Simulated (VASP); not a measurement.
Write the native input for VASP 6.6.1 that does the following.

- Task: single point
- Functional: PBE
- Potentials or basis: VASP PAW PBE potentials, release 64 (Ti_sv, B)
- Cutoff: 520 eV
- k mesh: 15 × 15 × 14
- Occupations: gaussian, width 0.1 eV
- Spin: no spin polarisation
- Dipole correction: no
- Further INCAR settings: ALGO = Normal; EDIFF = 1e-06; NBANDS = 16

The structure of TiB2 lies in POSCAR:

```
TiB2
1.0
    2.8502158269      0.0000000000      0.0000000000
   -1.4251079134      2.4683593123      0.0000000000
    0.0000000000      0.0000000000      3.3172735095
Ti B
1 2
Direct
    0.0000000000      0.0000000000      0.0000000000
    0.3333333333      0.6666666667      0.5000000000
    0.6666666667      0.3333333333      0.5000000000
```

This cell differs from its parent crystal: biaxial strain in the a-b plane: -6.0 %, then relaxed in part.

The input as run:

INCAR

```
SYSTEM = TiB2
ALGO = Normal
EDIFF = 1E-6
ENCUT = 520
GGA = PE
ISIF = 2
ISMEAR = 0
LASPH = .True.
LCHARG = .False.
LREAL = .False.
LWAVE = .False.
NBANDS = 16
NELM = 80
PREC = Accurate
SIGMA = 0.1
```

KPOINTS

```
k-points
0
Gamma
  15 15 14
  0 0 0
```

Potentials or basis: VASP PAW PBE potentials, release 64 (Ti_sv, B).

Launch:

```console
$ cat potpaw_PBE.64/Ti_sv/POTCAR potpaw_PBE.64/B/POTCAR > POTCAR
$ mpirun -np 1 vasp_std > vasp.out
```

It gave:

```yaml
Pressure: 34.3 GPa
Band_gap_on_the_k_mesh: zero (bands 9 and 10 overlap by 0.68 eV)
```

Caveat: the cell differs from its parent crystal (biaxial strain in the a-b plane: -6.0 %, then relaxed in part); the cell stands under pressure.

It took 93 s on 1 thread of Intel Xeon 8259CL (shared host), peak memory 0.21 GiB.
